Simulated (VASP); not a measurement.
A run of VASP 6.6.1:

File POSCAR:

```
Ti
1.0
   -1.6907021604      1.6907021604      1.6907021604
    1.6907021604     -1.6907021604      1.6907021604
    1.6907021604      1.6907021604     -1.6907021604
Ti
1
Direct
    0.0000000000      0.0000000000      0.0000000000
```

File INCAR.step1:

```
SYSTEM = Ti
ALGO = Normal
EDIFF = 1E-4
ENCUT = 520
GGA = PE
ISMEAR = -1
ISPIN = 2
LASPH = .TRUE.
LCHARG = .FALSE.
LMAXMIX = 4
LREAL = .FALSE.
LWAVE = .TRUE.
MAGMOM = 1.059
NBANDS = 16
NELM = 150
PREC = Accurate
SIGMA = 0.05
```

The input INCAR.step2:

```
SYSTEM = Ti
ALGO = Normal
EDIFF = 1E-6
ENCUT = 520
ISIF = 2
ISMEAR = -1
ISPIN = 2
ISTART = 1
LASPH = .TRUE.
LCHARG = .FALSE.
LMAXMIX = 4
LMIXTAU = .TRUE.
LORBIT = 11
LREAL = .FALSE.
LWAVE = .FALSE.
MAGMOM = 1.059
METAGGA = R2SCAN
NBANDS = 16
NELM = 150
PREC = Accurate
SIGMA = 0.05
```

The input KPOINTS:

```
k-points
0
G
  15 15 15
  0 0 0
```

Potentials or basis: VASP PAW PBE potentials, release 64 (Ti_sv).

Run with:

```bash
$ cat potpaw_PBE.64/Ti_sv/POTCAR > POTCAR
$ cp INCAR.step1 INCAR
$ mpirun -np 1 vasp_std > vasp.out
$ cp INCAR.step2 INCAR
$ mpirun -np 1 vasp_std > vasp.out
```

Hardware: 1 thread of Intel(R) Xeon(R) Platinum 8488C (Sapphire Rapids) (shared host).

Question: How long does it take, and how much memory?

Answer: Wall time 3.4 min on 1 thread of Intel(R) Xeon(R) Platinum 8488C (Sapphire Rapids), on a shared host, peak memory 0.19 GiB. Counts: k points 120.
